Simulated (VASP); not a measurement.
Wanted: the native input for a VASP 6.6.1 run.

```yaml
Task: single point
Functional: r2SCAN
Potentials_or_basis: VASP PAW PBE potentials, release 64 (Zn, S)
Cutoff: 520 eV
k_mesh: 8 × 8 × 8
Occupations: gaussian, width 0.05 eV
Spin: no spin polarisation
Dipole_correction: no
Further_INCAR_settings: ALGO = Normal; EDIFF = 1e-06; NBANDS = 16
```

Crystal: ZnS.

```xyz
2
Lattice="0.0000 2.7046 2.7046 2.7046 0.0000 2.7046 2.7046 2.7046 0.0000" Properties=species:S:1:pos:R:3 pbc="T T T"
Zn   -0.1591   -0.1591    0.0000
S     4.0570    4.0570    4.0570
```

This cell differs from its parent crystal: atom 1 (Zn) moved by (-0.225, +0.000) A along [1 1 0] and z.

One way to write it, as run:

POSCAR

```
ZnS
1.0
    0.0000000000      2.7046500000      2.7046500000
    2.7046500000      0.0000000000      2.7046500000
    2.7046500000      2.7046500000      0.0000000000
Zn S
1 1
Direct
    0.0000000000      0.0000000000     -0.0588242567
    0.7500000000      0.7500000000      0.7500000000
```

INCAR.step1

```
SYSTEM = ZnS
PREC = Accurate ; ENCUT = 520
ISMEAR = 0 ; SIGMA = 0.05
LREAL = .False. ; LASPH = .True.
NELM = 80 ; NBANDS = 16
GGA = PE ; ALGO = Normal
EDIFF = 1E-4 ; LWAVE = .True.
LCHARG = .False.
```

INCAR.step2

```
SYSTEM = ZnS
PREC = Accurate ; ENCUT = 520
EDIFF = 1E-6 ; ISMEAR = 0
SIGMA = 0.05 ; LREAL = .False.
LASPH = .True. ; NELM = 80
ALGO = Normal ; ISIF = 2
LWAVE = .False. ; LCHARG = .True.
METAGGA = R2SCAN ; LMIXTAU = .True.
LELF = .True. ; LVHAR = .True.
NBANDS = 16 ; ISTART = 1
```

KPOINTS

```
regular mesh
0
Gamma
  8 8 8
  0 0 0
```

Potentials or basis: VASP PAW PBE potentials, release 64 (Zn, S).

Launch:

```console
$ cat potpaw_PBE.64/Zn/POTCAR potpaw_PBE.64/S/POTCAR > POTCAR
$ cp INCAR.step1 INCAR
$ mpirun -np 1 vasp_std > vasp.out
$ cp INCAR.step2 INCAR
$ mpirun -np 1 vasp_std > vasp.out
```

Results of the run:

```yaml
Pressure: 1.0 GPa
Largest_force: 1.525 eV/Å
Band_gap_on_the_k_mesh: 2.58 eV
```

Caveat: the cell differs from its parent crystal (atom 1 (Zn) moved by (-0.225, +0.000) A along [1 1 0] and z); the PAW data sets were made with another functional, which shifts forces and pressure a little.

Run time: 7.6 min on 1 thread of Intel Xeon 8259CL, with other jobs on the host, peak memory 0.23 GiB.
